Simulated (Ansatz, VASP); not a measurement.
## Sn2BrF in VASP and in Ansatz

Contents of INCAR:

```
PREC = Accurate
ENCUT = 520
EDIFF = 1E-6
ISMEAR = 0
SIGMA = 0.1
LREAL = False
LASPH = True
NELM = 100
ALGO = Normal
ISIF = 2
LWAVE = False
LCHARG = True
GGA = PE
LELF = True
LVHAR = True
NBANDS = 52
```

Contents of KPOINTS:

```
Automatic mesh
0
Gamma
  3 3 4
```

The input POSCAR:

```
Sn2BrF
1.0
    5.9021983400      0.0000000000      0.0000000000
   -2.9510991700      5.1114537000      0.0000000000
    0.0000000000      0.0000000000      7.2724356400
Sn Br F
4 2 2
Direct
    0.3333333300      0.6666666700      0.8510224100
    0.3333333300      0.6666666700      0.1489775900
    0.6666666700      0.3333333300      0.1489775900
    0.6666666700      0.3333333300      0.8510224100
    0.0000000000      0.0000000000      0.7426425600
    0.0000000000      0.0000000000      0.2573574400
    0.0000000000      0.0000000000      0.0824932300
    0.0000000000      0.0000000000      0.9175067700
```

Input for Ansatz:

```yaml
crystal:
  lattice:
    - [5.90219834, 0.0, 0.0]
    - [-2.95109917, 5.1114537, 0.0]
    - [0.0, 0.0, 7.27243564]
  atoms:
    - { symbol: Sn, position: [0.33333333, 0.66666667, 0.85102241] }
    - { symbol: Sn, position: [0.33333333, 0.66666667, 0.14897759] }
    - { symbol: Sn, position: [0.66666667, 0.33333333, 0.14897759] }
    - { symbol: Sn, position: [0.66666667, 0.33333333, 0.85102241] }
    - { symbol: Br, position: [0.0, 0.0, 0.74264256] }
    - { symbol: Br, position: [0.0, 0.0, 0.25735744] }
    - { symbol: F, position: [0.0, 0.0, 0.08249323] }
    - { symbol: F, position: [0.0, 0.0, 0.91750677] }
basis:
  ecutwfc: 420
kpoints:
  mp_grid: { grid: [3, 3, 4] }
hamiltonian:
  xc: pbe
scf:
  occupations: { method: gaussian, width: 0.1 }
  lower_state_search: "off"
output:
  forces: true
  stress: true
  eigenvalues: true
```

Alike in both runs: task single point; functional PBE; k mesh 3 × 3 × 4; occupations gaussian, width 0.1 eV; no spin polarisation.

```csv
,VASP,Ansatz
version,VASP 6.6.1,Ansatz 0.2.0
potentials or method,"VASP PAW PBE potentials, release 64 (Sn_d, Br, F), cutoff 520 eV","scalar-relativistic, plane waves, PAW"
valence electrons in the cell,84,84
```

|  | VASP | Ansatz | Ansatz less VASP |
| --- | --- | --- | --- |
| gap on the k mesh at the Fermi level (eV) | none | none | - |
| rms of the force components (eV/Å) | 17.563 | 17.718 | +0.1546 |

Atom by atom the forces differ by 0.481 eV/Å (rms over components). A gap of «none» marks a metal or a gap that the smearing closes.

The k mesh is coarse, so the values compare programs but aren't converged. Noted on VASP's run: the standard files for N, O and F lose accuracy on very short bonds.
